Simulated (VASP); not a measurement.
Write the native input for VASP 6.6.1 that does the following.

```
Task                   : single point
Functional             : RPBE
Dispersion             : D4
Potentials or basis    : VASP PAW PBE potentials, release 64 (Pt, Se)
Cutoff                 : 520 eV
k mesh                 : 8 × 8 × 5
Occupations            : fermi-dirac, width 0.05 eV
Spin                   : no spin polarisation
Dipole correction      : no
Further INCAR settings : ALGO = Normal; EDIFF = 1e-06; NBANDS = 18
```

The structure of PtSe2 lies in POSCAR:

```
PtSe2
1.0
    3.7552920322      0.0000000000      0.0000000000
   -1.8776460161      3.2521782985      0.0000000000
    0.0000000000      0.0000000000      4.6888636930
Pt Se
1 2
Direct
    0.0000000000      0.0000000000      0.0000000000
    0.6666666667      0.3333333333      0.7261922555
    0.3333333333      0.6666666667      0.2738077445
```

One way to write it, as run:

INCAR

```
  PREC = Accurate
  ENCUT = 520
  EDIFF = 1E-6
  ISMEAR = -1
  SIGMA = 0.05
  LREAL = F
  LASPH = T
  NELM = 60
  ALGO = Normal
  ISIF = 2
  LWAVE = F
  LCHARG = T
  GGA = RP
  IVDW = 13
  LELF = T
  LVHAR = T
  NBANDS = 18
```

KPOINTS

```
regular mesh
0
Gamma
  8 8 5
```

Potentials or basis: VASP PAW PBE potentials, release 64 (Pt, Se).

Command:

```bash
$ cat potpaw_PBE.64/Pt/POTCAR potpaw_PBE.64/Se/POTCAR > POTCAR
$ mpirun -np 1 vasp_std > vasp.out
```

It gave:

The pressure is 0.0 GPa. The largest force is 0.010 eV/Å, the band gap on the k mesh is zero (bands 11 and 12 overlap by 0.92 eV) and the dispersion energy per atom is -1.062 eV.

Caveat: the dispersion term is far too large for a dense solid, which distorts pressure and volume; the PAW data sets were made with another functional, which shifts forces and pressure a little; spin-orbit coupling is left out, which moves the levels of the heavy elements.

It took 34 s on 1 thread of Intel(R) Xeon(R) Platinum 8488C (Sapphire Rapids), on a shared host, peak memory 0.19 GiB.
